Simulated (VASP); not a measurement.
# Cu (P6_3/mmc) in VASP: a series of runs

Runs on Cu. Level: PBE. Tasks: single point.

Program: VASP 6.6.1. These are calculated values, not measurements. Logs are shortened: lines on timing, memory, paths and dates and some standing lists are left out, and cuts for length are marked.

## 1. The cell of the first run

It takes space group P6_3/mmc (No. 194, hexagonal). Conventional cell: a = 2.511 Å, b = 2.511 Å, c = 4.076 Å, α = 90.00°, β = 90.00°, γ = 120.00°. Within 3.3 Å of Cu (site symmetry -6m2) lie 12 Cu at 2.50 to 2.51 Å.

This isn't the form of Cu at room conditions, which is fcc.

## 2. Single point, PBE

Contents of INCAR:

```
ALGO = Normal
EDIFF = 1E-6
ENCUT = 600
GGA = PE
GGA_COMPAT = False
ISIF = 2
ISMEAR = 1
LASPH = True
LCHARG = False
LREAL = False
LWAVE = False
NBANDS = 18
NELM = 120
PREC = Accurate
SIGMA = 0.05
```

Contents of KPOINTS:

```
k-points
0
Gamma
  10 10 6
```

Contents of POSCAR:

```
Cu
1.0
    2.5113681213      0.0000000000      0.0000000000
   -1.2556840557      2.1749085894      0.0000000000
    0.0000000000      0.0000000000      4.0756849682
Cu
2
Direct
    0.3333333333      0.6666666667      0.2500000000
    0.6666666667      0.3333333333      0.7500000000
```

Potentials or basis: VASP PAW PBE potentials, release 64 (Cu).

Launch:

```sh
cat potpaw_PBE.64/Cu/POTCAR > POTCAR
mpirun -np 1 vasp_std > vasp.out
```

OUTCAR:

```text
EDIFF = 1E-6
   ENCUT = 600
   GGA = PE
   ISIF = 2
   ISMEAR = 1
   LASPH = True
   LREAL = False
   NELM = 120
   PREC = Accurate

 ion  position               nearest neighbor table
   1  0.333  0.667  0.250-   2 2.50   2 2.50   2 2.50   2 2.50   2 2.50   2 2.50
   2  0.667  0.333  0.750-   1 2.50   1 2.50   1 2.50   1 2.50   1 2.50   1 2.50

  LATTYP: Found a hexagonal cell.
 ALAT       =     2.5113681213
 C/A-ratio  =     1.6228942837

  Lattice vectors:

 A1 = (   2.5113681213,   0.0000000000,   0.0000000000)
 A2 = (  -1.2556840557,   2.1749085894,   0.0000000000)
 A3 = (   0.0000000000,   0.0000000000,   4.0756849682)

Analysis of symmetry for initial positions (statically):
=====================================================================
 Subroutine PRICEL returns:
 Original cell was already a primitive cell.

 Routine SETGRP: Setting up the symmetry group for a
 hexagonal supercell.

 Subroutine GETGRP returns: Found 24 space group operations
 (whereof 12 operations were pure point group operations)
 out of a pool of 24 trial point group operations.

The static configuration has the point symmetry D_3d.
 The point group associated with its full space group is D_6h.

Analysis of symmetry for dynamics (positions and initial velocities):
=====================================================================
 Subroutine PRICEL returns:
 Original cell was already a primitive cell.

 Routine SETGRP: Setting up the symmetry group for a
 hexagonal supercell.

 Subroutine GETGRP returns: Found 24 space group operations
 (whereof 12 operations were pure point group operations)
 out of a pool of 24 trial point group operations.

The dynamic configuration has the point symmetry D_3d.
 The point group associated with its full space group is D_6h.

 Subroutine INISYM returns: Found 24 space group operations
 (whereof 12 operations are pure point group operations),
 and found     1 'primitive' translations

----------------------------------------------------------------------------------------

                                     Primitive cell

  volume of cell :      22.2614

  direct lattice vectors                    reciprocal lattice vectors
     2.511368121  0.000000000  0.000000000     0.398189334  0.229894719  0.000000000
    -1.255684056  2.174908589  0.000000000     0.000000000  0.459789439  0.000000000
     0.000000000  0.000000000  4.075684968     0.000000000  0.000000000  0.245357531

  length of vectors
     2.511368121  2.511368117  4.075684968     0.459789438  0.459789439  0.245357531

  position of ions in fractional coordinates (direct lattice)
     0.333333333  0.666666667  0.250000000
     0.666666667  0.333333333  0.750000000

  ion indices of the primitive-cell ions
   primitive index   ion index
                 1           1
                 2           2

----------------------------------------------------------------------------------------

 KPOINTS: k-points

Automatic generation of k-mesh.
 Grid dimensions read from file:
 generate k-points for:   10   10    6

 Generating k-lattice:

  Cartesian coordinates                     Fractional coordinates (reciprocal lattice)
     0.039818933  0.022989472  0.000000000     0.100000000  0.000000000  0.000000000
     0.000000000  0.045978944  0.000000000     0.000000000  0.100000000  0.000000000
     0.000000000  0.000000000  0.040892922     0.000000000  0.000000000  0.166666667

  Length of vectors
     0.045978944  0.045978944  0.040892922

  Shift w.r.t. Gamma in fractional coordinates (k-lattice)
     0.000000000  0.000000000  0.000000000

 Subroutine IBZKPT returns following result:
 ===========================================

 Found     56 irreducible k-points:

 Following reciprocal coordinates:
            Coordinates               Weight
  0.000000  0.000000  0.000000      1.000000
  0.100000  0.000000  0.000000      6.000000
  0.200000  0.000000  0.000000      6.000000
  0.300000 -0.000000  0.000000      6.000000
  0.400000  0.000000  0.000000      6.000000
  0.500000  0.000000  0.000000      3.000000
[... 16 lines left out ...]
  0.300000  0.100000  0.166667     24.000000
  0.400000  0.100000  0.166667     24.000000
 [... further k-points ...]
   k-points           NKPTS =     56   k-points in BZ     NKDIM =     56   number of bands    NBANDS=     18
   number of dos      NEDOS =    301   number of ions     NIONS =      2
   total plane-waves  NPLWV =  14400
   dimension x,y,z NGX =    20 NGY =   20 NGZ =   36
   dimension x,y,z NGXF=    40 NGYF=   40 NGZF=   72
   ions per type =               2
   NGX,Y,Z   is equivalent  to a cutoff of  13.24, 13.24, 14.68 a.u.
   NGXF,Y,Z  is equivalent  to a cutoff of  26.48, 26.48, 29.37 a.u.
 SYSTEM =  unknown system
   PREC   = accura    normal or accurate (medium, high low for compatibility)
   ISTART =      0    job   : 0-new  1-cont  2-samecut
   ICHARG =      2    charge: 1-file 2-atom 10-const
   ISPIN  =      1    spin polarized calculation?
   LNONCOLLINEAR =      F non collinear calculations
   LSORBIT =      F    spin-orbit coupling
   LASPH  =      T    aspherical Exc in radial PAW
   ENCUT  =  600.0 eV  44.10 Ry    6.64 a.u.   5.02  5.02  8.14*2*pi/ulx,y,z
   NELM   =    120;   NELMIN=  2; NELMDL= -5     # of ELM steps
   EDIFF  = 0.1E-05   stopping-criterion for ELM
   LREAL  =      F    real-space projection
   EDIFFG = 0.1E-04   stopping-criterion for IOM
   NSW    =      0    number of steps for IOM
   IBRION =     -1    ionic relax: 0-MD 1-quasi-New 2-CG
   NFREE  =      0    steps in history (QN), initial steepest desc. (CG)
   ISIF   =      2    stress and relaxation
   ISYM   =      2    0-nonsym 1-usesym 2-fastsym
   POTIM  = 0.5000    time-step for ionic-motion
   TEBEG  =    0.0;   TEEND  =   0.0 temperature during run
   PSTRESS=    0.0 pullay stress
   NELECT =      22.0000    total number of electrons
   NUPDOWN=      -1.0000    fix difference up-down
   EMIN   =  10.00;   EMAX   =-10.00  energy-range for DOS
   EFERMI =   0.00;   METHOD = LEGACY
   ISMEAR =     1;   SIGMA  =   0.05  broadening in eV -4-tet -1-fermi 0-gaus
   EFERMI_NEDOS =   21; number of points for ismear=-14 and -15
   IALGO  =     38    algorithm
   IMIX   =      4    mixing-type and parameters
     AMIX     =   0.40;   BMIX     =  1.00
     AMIX_MAG =   1.60;   BMIX_MAG =  1.00
  volume/ion in A,a.u.               =      11.13        75.11
  Fermi-wavevector in a.u.,A,eV,Ry     =   1.630666  3.081512 36.178873  2.659072
  Thomas-Fermi vector in A             =   2.722930
   LORBIT       =      0    0 simple, 1 ext, 2 COOP (PROOUT), +10 PAW based schemes
   GGA     = PE    functional components
   LHFCALC =     F    Hartree Fock is set to
   AEXX    =    0.0000 exact exchange contribution
   IVDW    =     0    specifies the selected vdW correction
   LEPSILON=     F    determine dielectric tensor
   LRPA    =     F    only Hartree local field effects (RPA)
 non-spin polarized calculation
 Methfessel and Paxton  Order N= 1 SIGMA  =   0.05
  energy-cutoff  :      600.00
  volume of cell :       22.26
 maximum number of plane-waves:       764
 NGX is ok and might be reduce to    20
   NGX =  9   NGY =  9   NGZ = 17

 number of electron      21.9999986 magnetization

 Free energy of the ion-electron system (eV)
  ---------------------------------------------------
  ext. energy  EPLUGINS =         0.00000000
  ---------------------------------------------------
  free energy    TOTEN  =        -7.35333150 eV

  energy without entropy =       -7.35268759  energy(sigma->0) =       -7.35311687

 E-fermi :   8.2681     XC(G=0): -13.0733

 val. band max:        8.2061505089   @ k =   0.5000   0.0000   0.1667
 cond. band min:       8.2755420230   @ k =   0.3000  -0.0000   0.3333
 fundamental gap:      0.0693915140
 Fermi energy:         8.2681284562

 k-point     1 :       0.0000    0.0000    0.0000
  band No.  band energies     occupation
      1      -1.4687      2.00000
      2       2.9332      2.00000
      3       5.1471      2.00000
      4       5.1921      2.00000
      5       5.1921      2.00000
      6       5.4259      2.00000
[... 10 lines left out ...]
     17      32.5091      0.00000
     18      32.5093      0.00000

 k-point     2 :       0.1000    0.0000    0.0000
  band No.  band energies     occupation
      1      -1.1339      2.00000
      2       3.1226      2.00000
      3       4.9619      2.00000
      4       5.3179      2.00000
      5       5.3237      2.00000
      6       5.3896      2.00000
[... 10 lines left out ...]
     17      33.2438      0.00000
     18      33.7507      0.00000

 k-point     3 :       0.2000    0.0000    0.0000
  band No.  band energies     occupation
      1      -0.1661      2.00000
      2       3.5511      2.00000
      3       4.7155      2.00000
      4       4.7266      2.00000
      5       5.2010      2.00000
      6       5.4602      2.00000
[... 10 lines left out ...]
     17      29.1947      0.00000
     18      31.4590      0.00000

 k-point     4 :       0.3000   -0.0000    0.0000
  band No.  band energies     occupation
      1       1.2754      2.00000
      2       3.7454      2.00000
      3       4.1436      2.00000
      4       4.6461      2.00000
      5       5.1905      2.00000
      6       5.2718      2.00000
[... 375 lines left out ...]
      4       4.5646      2.00000
      5       5.0677      2.00000
      6       5.3017      2.00000
[... 10 lines left out ...]
     17      28.0445      0.00000
     18      30.1960      0.00000

 k-point    23 :       0.3000    0.1000    0.1667
  band No.  band energies     occupation
      1       2.3604      2.00000
      2       3.7905      2.00000
      3       3.9613      2.00000
      4       4.5351      2.00000
      5       5.0917      2.00000
      6       5.3481      2.00000
[... 10 lines left out ...]
     17      26.5377      0.00000
     18      26.8773      0.00000

 k-point    24 :       0.4000    0.1000    0.1667
  band No.  band energies     occupation
      1       3.1382      2.00000
      2       3.6245      2.00000
      3       4.0041      2.00000
      4       4.4394      2.00000
      5       5.0657      2.00000
      6       5.5185      2.00000
[... 10 lines left out ...]
     17      23.2065      0.00000
     18      26.1840      0.00000

 [... further k-points ...]

------------------------ aborting loop because EDIFF is reached ----------------------------------------

  FORCE on cell =-STRESS in cart. coord.  units (eV):
  Direction    XX          YY          ZZ          XY          YZ          ZX
  --------------------------------------------------------------------------------------
  -------------------------------------------------------------------------------------
  Total        1.8183134      1.8183133      1.7707654      0.0000000      0.0000000      0.0000000
  in kB      130.8661472    130.8661470    127.4440640      0.0000003      0.0000000      0.0000000
  external PRESSURE =     129.7254528 kB  Pullay stress =       0.0000000 kB

 VOLUME and BASIS-vectors are now :
 -----------------------------------------------------------------------------
  energy-cutoff  :      600.00
  volume of cell :       22.26
      direct lattice vectors                 reciprocal lattice vectors
     2.511368121  0.000000000  0.000000000     0.398189334  0.229894719  0.000000000
    -1.255684056  2.174908589  0.000000000     0.000000000  0.459789439  0.000000000
     0.000000000  0.000000000  4.075684968     0.000000000  0.000000000  0.245357531

 POSITION                                       TOTAL-FORCE (eV/Angst)
 -----------------------------------------------------------------------------------
      0.00000      1.44994      1.01892         0.000000      0.000000      0.000000
      1.25568      0.72497      3.05676        -0.000000      0.000000     -0.000000
 -----------------------------------------------------------------------------------
    total drift:                               -0.000000      0.000000     -0.000000

  FREE ENERGIE OF THE ION-ELECTRON SYSTEM (eV)
  ---------------------------------------------------
  free  energy   TOTEN  =        -7.3533315043 eV

  energy  without entropy=       -7.3526875936  energy(sigma->0) =       -7.35311687
```

Wall time 18 s (1 thread of Intel Xeon Platinum 8375C at 2.90GHz (Ice Lake), shared host); peak memory 0.15 GiB.

Results:

```yaml
Free_energy: -7.3533 eV
Pressure: 13.0 GPa
Band_gap_on_the_k_mesh: zero (bands 11 and 12 overlap by 5.21 eV)
```

Caveat: the cell stands under pressure.

## 3. Single point, PBE

This run uses another cell than the first one, of 11.44 Å³/atom.

Contents of INCAR:

```
SYSTEM = Cu
  ALGO = Normal
  EDIFF = 1E-6
  ENCUT = 600
  GGA = PE
  GGA_COMPAT = .FALSE.
  ISIF = 2
  ISMEAR = 1
  LASPH = .TRUE.
  LCHARG = .FALSE.
  LREAL = .FALSE.
  LWAVE = .FALSE.
  NBANDS = 18
  NELM = 120
  PREC = Accurate
  SIGMA = 0.05
```

Contents of KPOINTS:

```
k-points
0
G
  10 10 6
  0 0 0
```

Contents of POSCAR:

```
Cu
1.0
    2.5340966700      0.0000000000      0.0000000000
   -1.2670483300      2.1945920900      0.0000000000
    0.0000000000      0.0000000000      4.1125710000
Cu
2
Direct
    0.3333333333      0.6666666667      0.2500000000
    0.6666666667      0.3333333333      0.7500000000
```

Potentials or basis: VASP PAW PBE potentials, release 64 (Cu).

Launch:

```sh
cat potpaw_PBE.64/Cu/POTCAR > POTCAR
mpirun -np 1 vasp_std > vasp.out
```

Wall time 19 s (1 thread of Intel Xeon Platinum 8375C at 2.90GHz (Ice Lake), shared host); peak memory 0.15 GiB.

It converged, with:

```yaml
Free_energy: -7.3932 eV
Pressure: 8.0 GPa
Band_gap_on_the_k_mesh: zero (bands 11 and 12 overlap by 5.11 eV)
```

Levels at points of the mesh, in eV from the Fermi level:
| k point | band 7 | band 8 | band 9 | band 10 | band 11 | band 12 | band 13 | band 14 | band 15 | band 16 |
| --- | --- | --- | --- | --- | --- | --- | --- | --- | --- | --- |
| (0.00, 0.00, 0.00) | -2.77 | -2.50 | -2.50 | -1.70 | -1.70 | -0.97 | 4.08 | 21.60 | 22.17 | 22.17 |
| (0.50, 0.00, 0.00) | -2.73 | -1.61 | -1.54 | -1.50 | 0.06 | 1.67 | 8.01 | 8.44 | 10.97 | 11.42 |
| (0.00, 0.00, 0.50) | -3.04 | -3.04 | -1.93 | -1.93 | -1.93 | -1.93 | 12.96 | 12.96 | 22.31 | 22.31 |
| (0.50, 0.00, 0.50) | -1.88 | -1.88 | -1.54 | -1.54 | 0.52 | 0.52 | 5.07 | 5.07 | 16.44 | 16.44 |

Caveat: the cell stands under pressure.

## 4. Single point, PBE

This run uses another cell than the first one, of 11.74 Å³/atom.

Contents of INCAR:

```
SYSTEM = Cu
PREC     = Accurate       ! precision mode
ENCUT    = 600            ! plane-wave cutoff, eV
EDIFF    = 1E-6           ! SCF threshold, eV
ISMEAR   = 1              ! smearing method
SIGMA    = 0.05           ! smearing width, eV
LREAL    = .FALSE.        ! projectors in reciprocal space
LASPH    = .TRUE.         ! aspherical terms in the spheres
NELM     = 120            ! most SCF steps
ALGO     = Normal         ! electronic algorithm
ISIF     = 2              ! what is computed and relaxed
LWAVE    = .FALSE.        ! write WAVECAR
LCHARG   = .TRUE.         ! write CHGCAR
GGA      = PE             ! functional
LELF     = .TRUE.         ! ELF
LVHAR    = .TRUE.       
NBANDS   = 18             ! bands
GGA_COMPAT= .FALSE.
```

Contents of KPOINTS:

```
Automatic mesh
0
G
  10 10 6
  0 0 0
```

Contents of POSCAR:

```
Cu
1.0
    2.5564246634      0.0000000000      0.0000000000
   -1.2782123266      2.2139286995      0.0000000000
    0.0000000000      0.0000000000      4.1488069728
Cu
2
Direct
    0.3333333333      0.6666666667      0.2500000000
    0.6666666667      0.3333333333      0.7500000000
```

Launch:

```sh
cat potpaw_PBE.64/Cu/POTCAR > POTCAR
mpirun -np 1 vasp_std > vasp.out
```

Wall time 19 s (1 thread of Intel Xeon Platinum 8375C at 2.90GHz (Ice Lake), shared host); peak memory 0.15 GiB.

The run converged. Its results:

```yaml
Free_energy: -7.4154 eV
Pressure: 3.6 GPa
Band_gap_on_the_k_mesh: zero (bands 11 and 12 overlap by 5.02 eV)
```

Stress tensor (GPa, compression positive):
```
3.49 0.00 0.00
0.00 3.49 0.00
0.00 0.00 3.74
```

Levels at points of the mesh, in eV from the Fermi level:
```tsv
k point	band 7	band 8	band 9	band 10	band 11	band 12	band 13	band 14	band 15	band 16
(0.00, 0.00, 0.00)	-2.70	-2.44	-2.44	-1.67	-1.67	-0.89	3.94	21.38	21.76	21.76
(0.50, 0.00, 0.00)	-2.66	-1.58	-1.52	-1.48	0.06	1.61	7.88	8.28	10.80	11.15
(0.00, 0.00, 0.50)	-2.96	-2.96	-1.89	-1.89	-1.89	-1.89	12.73	12.73	22.08	22.08
(0.50, 0.00, 0.50)	-1.84	-1.84	-1.52	-1.52	0.55	0.55	4.92	4.92	16.16	16.16
```

Caveat: the cell stands under pressure.

## 5. Overview

| cell | gap on the mesh (eV) | pressure (GPa) |
| --- | --- | --- |
| a = 2.511, b = 2.511, c = 4.076 Å, angles 90.0, 90.0, 120.0°, 2 atoms | none | 13.0 |
| a = 2.534, b = 2.534, c = 4.113 Å, angles 90.0, 90.0, 120.0°, 2 atoms | none | 8.0 |
| a = 2.556, b = 2.556, c = 4.149 Å, angles 90.0, 90.0, 120.0°, 2 atoms | none | 3.6 |

Alike in all rows: task single point; level PBE; potentials or basis VASP PAW PBE potentials, release 64 (Cu); no spin polarisation; k mesh 10 × 10 × 6; cutoff (eV) 600; smearing methfessel-paxton 0.05 eV.

Caveats: the cell stands under pressure.

Total energies depend on the potentials used, so only differences within one code and one set of settings carry meaning.
